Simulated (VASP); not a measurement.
A run of VASP 6.6.1 is set up as follows.

File INCAR:

```
PREC = Accurate
ENCUT = 520
EDIFF = 1E-7
ISMEAR = 0
SIGMA = 0.1
LREAL = F
LASPH = T
NELM = 100
ALGO = Normal
ISIF = 2
LWAVE = F
LCHARG = F
GGA = PE
NBANDS = 26
```

File KPOINTS:

```
Automatic mesh
0
Gamma
  4 4 4
```

The input POSCAR:

```
TePt3
1.0
    4.1239289642      0.0000000000      0.0000000000
    0.0000000000      4.1239289642      0.0000000000
    0.0000000000      0.0000000000      4.1542082096
Te Pt
1 3
Direct
    0.0000000000      0.0000000000      0.0000000000
    0.0000000000      0.5000000000      0.5000000000
    0.5000000000      0.0000000000      0.5000000000
    0.5000000000      0.5000000000      0.0000000000
```

Potentials or basis: VASP PAW PBE potentials, release 64 (Te, Pt).

Command:

```console
$ cat potpaw_PBE.64/Te/POTCAR potpaw_PBE.64/Pt/POTCAR > POTCAR
$ mpirun -np 1 vasp_std > vasp.out
```

Task: What does it give for the band gap on the k mesh?

Result: Zero (band 18 reaches 11.03 eV, above the bottom of band 19 at 10.35 eV).

Task: Predict the pressure.

Result: -0.4 GPa.

Stress tensor (GPa, compression positive):
```
-0.46  0.00  0.00
 0.00 -0.46  0.00
 0.00  0.00 -0.31
```

Caveat: the k points lie up to 0.38 Å⁻¹ apart; spin-orbit coupling is left out, which moves the levels of the heavy elements.
